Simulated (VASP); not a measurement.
Wanted: the native input for a VASP 6.6.1 run.

```yaml
Task: single point
Functional: PBEsol
Potentials_or_basis: VASP PAW PBE potentials, release 64 (Pb_d, S)
Cutoff: 520 eV
k_mesh: 10 × 10 × 10
Occupations: gaussian, width 0.05 eV
Spin: no spin polarisation
Dipole_correction: no
Further_INCAR_settings: ALGO = Normal; EDIFF = 1e-06; NBANDS = 17
```

The structure of PbS lies in POSCAR:

```
PbS
1.0
    0.0000000000      2.9116663022      2.9116663022
    2.9116663022      0.0000000000      2.9116663022
    2.9116663022      2.9116663022      0.0000000000
Pb S
1 1
Direct
    0.5000000000      0.5000000000      0.5000000000
    0.0000000000      0.0000000000      0.0000000000
```

This cell differs from its parent crystal: volume scaled by 0.960.

These files were run (other wordings do the same):

INCAR

```
SYSTEM = PbS
PREC = Accurate ; ENCUT = 520
EDIFF = 1E-6 ; ISMEAR = 0
SIGMA = 0.05 ; LREAL = .FALSE.
LASPH = .TRUE. ; NELM = 100
ALGO = Normal ; ISIF = 2
LWAVE = .FALSE. ; LCHARG = .FALSE.
GGA = PS ; NBANDS = 17
```

KPOINTS

```
Automatic mesh
0
G
  10 10 10
  0 0 0
```

Potentials or basis: VASP PAW PBE potentials, release 64 (Pb_d, S).

Launch:

```sh
$ cat potpaw_PBE.64/Pb_d/POTCAR potpaw_PBE.64/S/POTCAR > POTCAR
$ mpirun -np 1 vasp_std > vasp.out
```

Results of the run:

| Property | Result |
| --- | --- |
| Pressure | 2.6 GPa |
| Band gap on the k mesh | 0.03 eV, direct |

Caveat: the PAW data sets were made with another functional, which shifts forces and pressure a little; spin-orbit coupling is left out, which moves the levels of the heavy elements.

It took 15 s on 1 thread of Intel(R) Xeon(R) 6975P-C (Granite Rapids) (shared host), peak memory 0.19 GiB.
